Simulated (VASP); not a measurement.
Write the native input for VASP 6.6.1 that does the following.

| Quantity | Value |
| --- | --- |
| Task | single point |
| Functional | PBEsol |
| Potentials or basis | VASP PAW PBE potentials, release 64 (Mg) |
| Cutoff | 520 eV |
| k mesh | 6 × 6 × 6 |
| Occupations | fermi-dirac, width 0.1 eV |
| Spin | no spin polarisation |
| Dipole correction | no |
| Further INCAR settings | ALGO = Normal; EDIFF = 1e-06; NBANDS = 12 |

The structure of Mg lies in POSCAR:

```
Mg
1.0
    4.4914225607      0.0000000000      0.0000000000
    0.0000000000      4.4914225607      0.0000000000
    0.0000000000      0.0000000000      4.4914225607
Mg
4
Direct
    0.0000000000      0.0000000000      0.0000000000
    0.0000000000      0.5000000000      0.5000000000
    0.5000000000      0.0000000000      0.5000000000
    0.5000000000      0.5000000000      0.0000000000
```

These files were run (other wordings do the same):

INCAR

```
SYSTEM = Mg
PREC     = Accurate       ! precision mode
ENCUT    = 520            ! plane-wave cutoff, eV
EDIFF    = 1E-6           ! SCF threshold, eV
ISMEAR   = -1             ! smearing method
SIGMA    = 0.1            ! smearing width, eV
LREAL    = .FALSE.        ! projectors in reciprocal space
LASPH    = .TRUE.         ! aspherical terms in the spheres
NELM     = 80             ! most SCF steps
ALGO     = Normal         ! electronic algorithm
ISIF     = 2              ! what is computed and relaxed
LWAVE    = .FALSE.        ! write WAVECAR
LCHARG   = .FALSE.        ! write CHGCAR
GGA      = PS             ! functional
NBANDS   = 12             ! bands
```

KPOINTS

```
regular mesh
0
G
  6 6 6
  0 0 0
```

Potentials or basis: VASP PAW PBE potentials, release 64 (Mg).

The run is started by

```console
$ cat potpaw_PBE.64/Mg/POTCAR > POTCAR
$ mpirun -np 1 vasp_std > vasp.out
```

Results of the run:

| Property | Result |
| --- | --- |
| Pressure | 0.0 GPa |
| Band gap on the k mesh | zero (band 4 reaches 4.10 eV, above the bottom of band 5 at 1.37 eV) |

Caveat: the PAW data sets were made with another functional, which shifts forces and pressure a little.

Wall time 22 s on 1 thread of AMD EPYC 7R43 64-Core Processor (Zen 3) (shared host), peak memory 0.17 GiB.
